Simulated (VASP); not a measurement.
Na2ZnF4, 7 atoms in the cell. The typed cell holds 7 atoms: a = 5.671 Å, b = 3.171 Å, c = 5.670 Å, α = 90.01°, β = 108.19°, γ = 90.00°. 

```yaml
Program: VASP 6.6.1
Task: single point
Functional: PBEsol
Potentials_or_basis: VASP PAW PBE potentials, release 64 (Na_pv, Zn, F)
Cutoff: 520 eV
k_mesh: 4 × 6 × 4
Occupations: fermi-dirac, width 0.05 eV
Spin: no spin polarisation
Dipole_correction: no
Further_INCAR_settings: ALGO = Normal; EDIFF = 1e-07; NBANDS = 36
```

Potentials or basis: VASP PAW PBE potentials, release 64 (Na_pv, Zn, F).

The run is started by

```console
$ cat potpaw_PBE.64/Na_pv/POTCAR potpaw_PBE.64/Zn/POTCAR potpaw_PBE.64/F/POTCAR > POTCAR
$ mpirun -np 1 vasp_std > vasp.out
```

Hardware: 1 thread of AMD EPYC 9R45 96-Core Processor (Zen 5), on a shared host.

**Question.** How long does it take, and how much memory?

**Answer.** Run time: 100 s on 1 thread of AMD EPYC 9R45 96-Core Processor (Zen 5), with other jobs on the host, peak memory 0.26 GiB. Counts: scf iterations 18, k points 52.
